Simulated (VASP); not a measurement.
# Mg3CdS2 (P4/mmm) in VASP: relaxation of cell and atoms with PBE

Aim: the relaxation of cell and atoms of Mg3CdS2 with PBE.

Program: VASP 6.6.1. These are calculated values, not measurements. Logs are shortened: lines on timing, memory, paths and dates and some standing lists are left out, and cuts for length are marked.

## 1. The cell of the first run

Symmetry: P4/mmm, No. 123, tetragonal system. Conventional cell: a = 3.378 Å, b = 3.378 Å, c = 10.227 Å, α = 90.00°, β = 90.00°, γ = 90.00°. Within 3.8 Å of Mg (site symmetry 4mm) lie 4 Cd at 2.90 Å and 4 S at 2.92 Å and 6 Mg at 3.29 to 3.47 Å. Within 3.9 Å of Mg (site symmetry 4/mmm) lie 8 S at 2.99 Å and 6 Mg at 3.38 to 3.47 Å. Cd (site symmetry 4/mmm) has 8 Mg at 2.90 Å and 2 S at 3.32 Å and 4 Cd at 3.38 Å within 3.8 Å. Within 3.8 Å of S (site symmetry 4mm) lie 8 Mg at 2.92 to 2.99 Å and 1 Cd at 3.32 Å and 5 S at 3.38 to 3.58 Å.

The cell was built from a structure type or drawn by symmetry, and may not be a known phase.

## 2. Relaxation of cell and atoms, PBE

Contents of INCAR:

```
PREC = Accurate
ENCUT = 750
EDIFF = 1E-7
ISMEAR = 0
SIGMA = 0.2
LREAL = False
LASPH = True
NELM = 120
ALGO = Normal
ISIF = 3
LWAVE = False
LCHARG = False
GGA = PE
IBRION = 2
NSW = 36
EDIFFG = -0.08
GGA_COMPAT = False
NELMIN = 4
```

Contents of KPOINTS:

```
regular mesh
0
Gamma
  5 5 2
```

Contents of POSCAR:

```
Mg3CdS2
1.0
    3.3778483900      0.0000000000      0.0000000000
    0.0000000000      3.3778483900      0.0000000000
    0.0000000000      0.0000000000     10.2268930400
Mg Cd S
3 1 2
Direct
    0.0000000000      0.0000000000      0.8390681100
    0.0000000000      0.0000000000      0.1609318900
    0.0000000000      0.0000000000      0.5000000000
    0.5000000000      0.5000000000      0.0000000000
    0.5000000000      0.5000000000      0.3248246900
    0.5000000000      0.5000000000      0.6751753100
```

Potentials or basis: VASP PAW PBE potentials, release 64 (Mg_sv, Cd_sv_GW, S).

Launch:

```bash
> cat potpaw_PBE.64/Mg_sv/POTCAR potpaw_PBE.64/Cd_sv_GW/POTCAR potpaw_PBE.64/S/POTCAR > POTCAR
> mpirun -np 1 vasp_std > vasp.out
```

OUTCAR:

```text
PREC = Accurate
   ENCUT = 750
   EDIFF = 1E-7
   ISMEAR = 0
   LREAL = False
   LASPH = True
   NELM = 120
   ISIF = 3
   GGA = PE
   IBRION = 2
   NSW = 36
   EDIFFG = -0.08
   NELMIN = 4

 ion  position               nearest neighbor table
   1  0.000  0.000  0.839-
   2  0.000  0.000  0.161-
   3  0.000  0.000  0.500-
   4  0.500  0.500  0.000-
   5  0.500  0.500  0.325-
   6  0.500  0.500  0.675-

  LATTYP: Found a simple tetragonal cell.
 ALAT       =     3.3778483900
 C/A-ratio  =     3.0276353049

  Lattice vectors:

 A1 = (   3.3778483900,   0.0000000000,   0.0000000000)
 A2 = (   0.0000000000,   3.3778483900,   0.0000000000)
 A3 = (   0.0000000000,   0.0000000000,  10.2268930400)

Analysis of symmetry for initial positions (statically):
=====================================================================
 Subroutine PRICEL returns:
 Original cell was already a primitive cell.

 Routine SETGRP: Setting up the symmetry group for a
 simple tetragonal supercell.

 Subroutine GETGRP returns: Found 16 space group operations
 (whereof 16 operations were pure point group operations)
 out of a pool of 16 trial point group operations.

The static configuration has the point symmetry D_4h.

Analysis of symmetry for dynamics (positions and initial velocities):
=====================================================================
 Subroutine PRICEL returns:
 Original cell was already a primitive cell.

 Routine SETGRP: Setting up the symmetry group for a
 simple tetragonal supercell.

 Subroutine GETGRP returns: Found 16 space group operations
 (whereof 16 operations were pure point group operations)
 out of a pool of 16 trial point group operations.

The dynamic configuration has the point symmetry D_4h.

 Subroutine INISYM returns: Found 16 space group operations
 (whereof 16 operations are pure point group operations),
 and found     1 'primitive' translations

----------------------------------------------------------------------------------------

                                     Primitive cell

  volume of cell :     116.6874

  direct lattice vectors                    reciprocal lattice vectors
     3.377848390  0.000000000  0.000000000     0.296046443  0.000000000  0.000000000
     0.000000000  3.377848390  0.000000000     0.000000000  0.296046443  0.000000000
     0.000000000  0.000000000 10.226893040     0.000000000  0.000000000  0.097781408

  length of vectors
     3.377848390  3.377848390 10.226893040     0.296046443  0.296046443  0.097781408

  position of ions in fractional coordinates (direct lattice)
     0.000000000  0.000000000  0.839068110
     0.000000000  0.000000000  0.160931890
     0.000000000  0.000000000  0.500000000
     0.500000000  0.500000000  0.000000000
     0.500000000  0.500000000  0.324824690
     0.500000000  0.500000000  0.675175310

  ion indices of the primitive-cell ions
   primitive index   ion index
                 1           1
                 2           2
                 3           3
                 4           4
                 5           5
                 6           6

----------------------------------------------------------------------------------------

 KPOINTS: regular mesh

Automatic generation of k-mesh.
 Grid dimensions read from file:
 generate k-points for:    5    5    2

 Generating k-lattice:

  Cartesian coordinates                     Fractional coordinates (reciprocal lattice)
     0.059209289  0.000000000  0.000000000     0.200000000  0.000000000  0.000000000
     0.000000000  0.059209289  0.000000000     0.000000000  0.200000000  0.000000000
     0.000000000  0.000000000  0.048890704     0.000000000  0.000000000  0.500000000

  Length of vectors
     0.059209289  0.059209289  0.048890704

  Shift w.r.t. Gamma in fractional coordinates (k-lattice)
     0.000000000  0.000000000  0.000000000

 Subroutine IBZKPT returns following result:
 ===========================================

 Found     12 irreducible k-points:

 Following reciprocal coordinates:
            Coordinates               Weight
  0.000000  0.000000  0.000000      1.000000
  0.200000  0.000000  0.000000      4.000000
  0.400000  0.000000  0.000000      4.000000
  0.200000  0.200000  0.000000      4.000000
  0.400000  0.200000  0.000000      8.000000
  0.400000  0.400000  0.000000      4.000000
  0.000000  0.000000  0.500000      1.000000
  0.200000  0.000000  0.500000      4.000000
  0.400000  0.000000  0.500000      4.000000
  0.200000  0.200000  0.500000      4.000000
  0.400000  0.200000  0.500000      8.000000
  0.400000  0.400000  0.500000      4.000000
   k-points           NKPTS =     12   k-points in BZ     NKDIM =     12   number of bands    NBANDS=     37
   number of dos      NEDOS =    301   number of ions     NIONS =      6
   total plane-waves  NPLWV =  86400
   dimension x,y,z NGX =    30 NGY =   30 NGZ =   96
   dimension x,y,z NGXF=    60 NGYF=   60 NGZF=  192
   ions per type =               3   1   2
   NGX,Y,Z   is equivalent  to a cutoff of  14.76, 14.76, 15.61 a.u.
   NGXF,Y,Z  is equivalent  to a cutoff of  29.53, 29.53, 31.21 a.u.
 SYSTEM =  unknown system
   PREC   = accura    normal or accurate (medium, high low for compatibility)
   ISTART =      0    job   : 0-new  1-cont  2-samecut
   ICHARG =      2    charge: 1-file 2-atom 10-const
   ISPIN  =      1    spin polarized calculation?
   LNONCOLLINEAR =      F non collinear calculations
   LSORBIT =      F    spin-orbit coupling
   LASPH  =      T    aspherical Exc in radial PAW
   ENCUT  =  750.0 eV  55.12 Ry    7.42 a.u.   7.54  7.54 22.84*2*pi/ulx,y,z
   NELM   =    120;   NELMIN=  4; NELMDL= -5     # of ELM steps
   EDIFF  = 0.1E-06   stopping-criterion for ELM
   LREAL  =      F    real-space projection
   EDIFFG = -.8E-01   stopping-criterion for IOM
   NSW    =     36    number of steps for IOM
   IBRION =      2    ionic relax: 0-MD 1-quasi-New 2-CG
   NFREE  =      1    steps in history (QN), initial steepest desc. (CG)
   ISIF   =      3    stress and relaxation
   ISYM   =      2    0-nonsym 1-usesym 2-fastsym
   POTIM  = 0.5000    time-step for ionic-motion
   TEBEG  =    0.0;   TEEND  =   0.0 temperature during run
   PSTRESS=    0.0 pullay stress
   NELECT =      62.0000    total number of electrons
   NUPDOWN=      -1.0000    fix difference up-down
   EMIN   =  10.00;   EMAX   =-10.00  energy-range for DOS
   EFERMI =   0.00;   METHOD = LEGACY
   ISMEAR =     0;   SIGMA  =   0.20  broadening in eV -4-tet -1-fermi 0-gaus
   EFERMI_NEDOS =   21; number of points for ismear=-14 and -15
   IALGO  =     38    algorithm
   IMIX   =      4    mixing-type and parameters
     AMIX     =   0.40;   BMIX     =  1.00
     AMIX_MAG =   1.60;   BMIX_MAG =  1.00
  volume/ion in A,a.u.               =      19.45       131.24
  Fermi-wavevector in a.u.,A,eV,Ry     =   1.325961  2.505703 23.921387  1.758172
  Thomas-Fermi vector in A             =   2.455383
   LORBIT       =      0    0 simple, 1 ext, 2 COOP (PROOUT), +10 PAW based schemes
   GGA     = PE    functional components
   LHFCALC =     F    Hartree Fock is set to
   AEXX    =    0.0000 exact exchange contribution
   IVDW    =     0    specifies the selected vdW correction
   LEPSILON=     F    determine dielectric tensor
   LRPA    =     F    only Hartree local field effects (RPA)
 conjugate gradient relaxation of ions
 non-spin polarized calculation
 Gauss-broadening in eV      SIGMA  =   0.20
  energy-cutoff  :      750.00
  volume of cell :      116.69
 maximum number of plane-waves:      5480
 NGX is ok and might be reduce to    30
   NGX = 15   NGY = 15   NGZ = 45

--------------------------------------- Ionic step        1  -------------------------------------------

 number of electron      61.9999959 magnetization

 Free energy of the ion-electron system (eV)
  ---------------------------------------------------
  ext. energy  EPLUGINS =         0.00000000
  ---------------------------------------------------
  free energy    TOTEN  =       -16.44858328 eV

  energy without entropy =      -16.41819282  energy(sigma->0) =      -16.43338805

------------------------ aborting loop because EDIFF is reached ----------------------------------------

  FORCE on cell =-STRESS in cart. coord.  units (eV):
  Direction    XX          YY          ZZ          XY          YZ          ZX
  --------------------------------------------------------------------------------------
  -------------------------------------------------------------------------------------
  Total       -0.0708288     -0.0708288     -3.1513732      0.0000000      0.0000000      0.0000000
  in kB       -0.9725150     -0.9725150    -43.2699509      0.0000000      0.0000000      0.0000000
  external PRESSURE =     -15.0716603 kB  Pullay stress =       0.0000000 kB
[... 101 lines left out ...]
  FREE ENERGIE OF THE ION-ELECTRON SYSTEM (eV)
  ---------------------------------------------------
  free  energy   TOTEN  =       -16.8705625476 eV

  energy  without entropy=      -16.8526888608  energy(sigma->0) =      -16.86162570

 E-fermi :   5.4228     XC(G=0): -10.0791

 val. band max:        5.3306710582   @ k =   0.4000   0.4000   0.5000
 cond. band min:       5.5079463982   @ k =   0.4000   0.4000   0.5000
 fundamental gap:      0.1772753400
 Fermi energy:         5.4228432745

 k-point     1 :       0.0000    0.0000    0.0000
  band No.  band energies     occupation
      1     -97.4964      2.00000
      2     -71.7803      2.00000
      3     -71.2464      2.00000
      4     -71.2464      2.00000
      5     -58.5779      2.00000
      6     -58.4996      2.00000
[... 469 lines left out ...]
     36       7.1452      0.00000
     37       8.3568      0.00000

[... ionic steps 4 to 12 ...]

--------------------------------------- Ionic step       13  -------------------------------------------

 number of electron      62.0000037 magnetization

------------------------ aborting loop because EDIFF is reached ----------------------------------------
[... 35 lines left out ...]
--------------------------------------- Ionic step       14  -------------------------------------------

 number of electron      62.0000022 magnetization

 E-fermi :   5.2111     XC(G=0):  -9.9776

 val. band max:        5.1705060934   @ k =   0.4000   0.4000   0.5000
 cond. band min:       5.2430818800   @ k =   0.4000   0.4000   0.0000
 fundamental gap:      0.0725757866
 Fermi energy:         5.2111259189

 k-point     1 :       0.0000    0.0000    0.0000
  band No.  band energies     occupation
      1     -97.6038      2.00000
      2     -71.9783      2.00000
      3     -71.4843      2.00000
      4     -71.4842      2.00000
      5     -58.6762      2.00000
      6     -58.6132      2.00000
[... 508 lines left out ...]
--------------------------------------- Ionic step       15  -------------------------------------------

 number of electron      62.0000045 magnetization

 Free energy of the ion-electron system (eV)
  ---------------------------------------------------
  ext. energy  EPLUGINS =         0.00000000
  ---------------------------------------------------
  free energy    TOTEN  =       -17.02072193 eV

  energy without entropy =      -16.97461986  energy(sigma->0) =      -16.99767090

 E-fermi :   5.3115     XC(G=0): -10.0352

 val. band max:        5.2937857344   @ k =   0.4000   0.4000   0.5000
 cond. band min:       5.3681140254   @ k =   0.4000   0.2000   0.5000
 fundamental gap:      0.0743282910
 Fermi energy:         5.3114780591

 k-point     1 :       0.0000    0.0000    0.0000
  band No.  band energies     occupation
      1     -97.4415      2.00000
      2     -71.8298      2.00000
      3     -71.3503      2.00000
      4     -71.3501      2.00000
      5     -58.5121      2.00000
      6     -58.4519      2.00000
[... 502 lines left out ...]
  FREE ENERGIE OF THE ION-ELECTRON SYSTEM (eV)
  ---------------------------------------------------
  free  energy   TOTEN  =       -17.0207219337 eV

  energy  without entropy=      -16.9746198565  energy(sigma->0) =      -16.99767090

 reached required accuracy - stopping structural energy minimisation
```

It took 20 min on 1 thread of Intel Xeon Platinum 8488C (Sapphire Rapids), shared host; peak memory 0.36 GiB.

Results:

```yaml
Free_energy: -17.0207 eV
Relaxed_volume: 18.88 Å³/atom
Relaxed_cell: a = 3.297 Å, b = 3.297 Å, c = 10.424 Å, α = 90.00°, β = 90.00°, γ = 90.00°
Space_group_after_relaxing_to_0.1_Å: P4/mmm (No. 123)
Energy_gained_by_relaxing: 95.4 meV/atom
Ionic_steps: 15
Pressure_after_relaxing: 0.5 GPa
Largest_force_after_relaxing: 0.039 eV/Å
Band_gap_on_the_k_mesh: zero (bands 31 and 32 overlap by 0.62 eV)
```

Forces on the atoms (eV/Å):
```
Mg   0.000  0.000  0.034
Mg   0.000  0.000 -0.034
Mg   0.000  0.000  0.000
Cd   0.000  0.000  0.000
S    0.000  0.000 -0.039
S    0.000  0.000  0.039
```

Step by step:
```
step  energy change (eV)  largest force (eV/Å)  pressure (GPa)  volume (Å³)
   1              0.0000                1.4712           -1.51       116.69
   2             -0.2396                1.1254           -0.50       113.60
   3             -0.4220                0.3538            2.54       107.48
   4             -0.4256                0.5275            1.94       108.39
   5             -0.4262                0.4668            2.15       108.07
   6             -0.4977                0.1507           -0.24       112.09
   7             -0.5015                0.0970           -0.84       113.31
   8             -0.5334                0.1674           -0.20       112.33
   9             -0.5290                0.2877            1.52       110.24
  10             -0.5441                0.2194            0.54       111.33
  11             -0.5564                0.1572            0.10       112.41
  12             -0.5651                0.0931           -0.31       113.74
  13             -0.5670                0.0490           -1.03       116.39
  14             -0.5695                0.0636           -0.63       114.93
  15             -0.5721                0.0393            0.54       113.31
```

Final structure:
```
Mg Cd S
1.0
     3.29693    0.00000    0.00000
     0.00000    3.29693    0.00000
     0.00000    0.00000   10.42406
Mg Cd S
3 1 2
Direct
  0.00000 0.00000 0.79383
  0.00000 0.00000 0.20617
  0.00000 0.00000 0.50000
  0.50000 0.50000 0.00000
  0.50000 0.50000 0.34353
  0.50000 0.50000 0.65647
```

Caveat: the k points lie up to 0.38 Å⁻¹ apart in the final cell, too coarse for converged energies and pressures of a metal; semilocal functionals underestimate gaps, so a narrow gap can read as zero; the relaxation stopped at a loose force limit of 0.08 eV/Å, so its end isn't a converged minimum.
